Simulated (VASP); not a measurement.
Wanted: the native input for a VASP 6.6.1 run.

- Task: single point
- Functional: PBEsol
- Potentials or basis: VASP PAW PBE potentials, release 64 (Zn, S, Se)
- Cutoff: 500 eV
- k mesh: 1 × 1 × 1, shifted
- Occupations: fermi-dirac, width 0.05 eV
- Spin: no spin polarisation
- Dipole correction: no
- Further INCAR settings: LREAL = Auto; ALGO = Normal; EDIFF = 1e-06; NBANDS = 326; ISYM = -1

The structure of Zn8Se5S3 lies in POSCAR:

```
Zn8Se5S3
1.0
   11.0567656910      0.0000000000      0.0000000000
    0.0000000000     11.0567656910      0.0000000000
    0.0000000000      0.0000000000     11.0567656910
Zn S Se
32 12 20
Direct
    0.0057380000      0.0040600000      0.0048910000
    0.0001460000      0.0011780000      0.4981080000
    0.0052970000      0.4942190000      0.0052930000
    0.0056550000      0.5046850000      0.5037060000
    0.4951120000      0.0057780000      0.0057910000
    0.5027370000      0.9949560000      0.4946360000
    0.4899210000      0.4999060000      0.0005130000
    0.5040320000      0.4942320000      0.4934800000
    0.2508600000      0.2511630000      0.0004960000
    0.2513240000      0.2500620000      0.4979610000
    0.2552900000      0.7457860000      0.0056440000
    0.2464310000      0.7442880000      0.5044670000
    0.7492880000      0.2499570000      0.0103720000
    0.7460270000      0.2550370000      0.4945630000
    0.7504910000      0.7492010000      0.0001580000
    0.7445900000      0.7541870000      0.4923450000
    0.2501930000      0.0005850000      0.2398430000
    0.2564610000      0.0044070000      0.7571400000
    0.2521270000      0.4987900000      0.2400700000
    0.2459760000      0.5032470000      0.7568140000
    0.7400170000      0.0009880000      0.2484450000
    0.7505770000      0.0005810000      0.7513400000
    0.7513930000      0.4906840000      0.2483350000
    0.7491790000      0.4992330000      0.7513580000
    0.0014800000      0.2490540000      0.2402590000
    0.0058890000      0.2565080000      0.7571190000
    0.0058510000      0.7429870000      0.2434160000
    0.0057740000      0.7460160000      0.7472110000
    0.5025800000      0.2555500000      0.2434030000
    0.4944020000      0.2447330000      0.7563060000
    0.4984490000      0.7591600000      0.2487020000
    0.4936530000      0.7432500000      0.7567090000
    0.1284510000      0.1277500000      0.1220340000
    0.1283110000      0.6214410000      0.1216130000
    0.1271590000      0.6225730000      0.6280890000
    0.6216580000      0.1264860000      0.1256100000
    0.3736970000      0.3733140000      0.1219270000
    0.3746440000      0.8761350000      0.1230180000
    0.8767320000      0.3734130000      0.1243690000
    0.3735590000      0.1264150000      0.8815560000
    0.3703820000      0.6228840000      0.8784830000
    0.1283490000      0.3760660000      0.8798830000
    0.6243520000      0.3733930000      0.3693000000
    0.6229140000      0.8760320000      0.3706880000
    0.1265030000      0.1258280000      0.6278310000
    0.6229620000      0.1254110000      0.6234150000
    0.6220780000      0.6230170000      0.1261590000
    0.6229570000      0.6248380000      0.6234020000
    0.3738610000      0.3765580000      0.6277690000
    0.3748110000      0.8735320000      0.6262510000
    0.8765310000      0.3752410000      0.6246050000
    0.8752440000      0.8761450000      0.1265450000
    0.8748260000      0.8727350000      0.6235280000
    0.3772240000      0.1249660000      0.3687620000
    0.3748840000      0.6245260000      0.3716300000
    0.8727980000      0.1263400000      0.3698170000
    0.8760080000      0.1276900000      0.8791050000
    0.8749280000      0.6231380000      0.3725160000
    0.8792960000      0.6217190000      0.8771490000
    0.1251780000      0.3760180000      0.3703250000
    0.1270120000      0.8733640000      0.3715240000
    0.1288640000      0.8732040000      0.8783040000
    0.6221980000      0.3734510000      0.8794390000
    0.6202110000      0.8761880000      0.8779250000
```

One way to write it, as run:

INCAR

```
ALGO = Normal ; EDIFF = 1E-6
ENCUT = 500 ; GGA = PS
GGA_COMPAT = F ; ISIF = 2
ISMEAR = -1 ; ISYM = -1
LASPH = T ; LCHARG = F
LREAL = Auto ; LWAVE = F
NBANDS = 326 ; NELM = 120
PREC = Accurate ; SIGMA = 0.05
```

KPOINTS

```
explicit points
1
Reciprocal
  0.25000000   0.25000000   0.25000000 1
```

Potentials or basis: VASP PAW PBE potentials, release 64 (Zn, S, Se).

Launch:

```sh
$ cat potpaw_PBE.64/Zn/POTCAR potpaw_PBE.64/S/POTCAR potpaw_PBE.64/Se/POTCAR > POTCAR
$ mpirun -np 1 vasp_std > vasp.out
```

It gave:

* Pressure: 0.3 GPa
* Largest force: 0.026 eV/Å
* Band gap on the k mesh: 2.58 eV

Caveat: the PAW data sets were made with another functional, which shifts forces and pressure a little; a shifted mesh leaves out Γ, where band edges can lie.

Run time: 29 min on 1 thread of Intel(R) Xeon(R) Platinum 8259CL CPU @ 2.50GHz (Skylake/Cascade Lake), with other jobs on the host, peak memory 1.2 GiB.
